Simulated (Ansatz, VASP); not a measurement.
Nb4H: VASP beside Ansatz

```
Nb H
1.0
     2.92702    0.00000    0.00000
     0.00000    4.13943    0.00000
     0.00000    0.00000   21.25767
Nb H
4 1
Direct
  0.50000 0.50000 0.18817
  0.00000 0.00000 0.25701
  0.50000 0.50000 0.33064
  0.00000 0.00000 0.38846
  0.00000 0.00000 0.56298
```

Alike in both runs: task single point; functional LDA; k mesh 9 × 7 × 1; occupations gaussian, width 0.1 eV; no spin polarisation.

|  | VASP | Ansatz |
| --- | --- | --- |
| version | VASP 6.6.1 | Ansatz 0.2.0 |
| potentials or method | VASP PAW LDA potentials, release 64 (Nb_sv, H), cutoff 520 eV | scalar-relativistic, plane waves, PAW |
| valence electrons in the cell | 53 | 53 |

VASP gave:

```
gap on the k mesh at the Fermi level (eV)  : none
rms of the force components (eV/Å)         : 0.579
work function, face that differs most (eV) : 3.85
```

Q: What did Ansatz give for the same quantities?

A: gap on the k mesh at the Fermi level (eV): none; rms of the force components (eV/Å): 0.578; work function, face that differs most (eV): 3.84.

LDA's correlation is that of Perdew and Zunger in VASP and of Perdew and Wang (1992) in Ansatz. Atom by atom the forces differ by 0.001 eV/Å (rms over components). A gap of «none» marks a metal or a gap that the smearing closes.
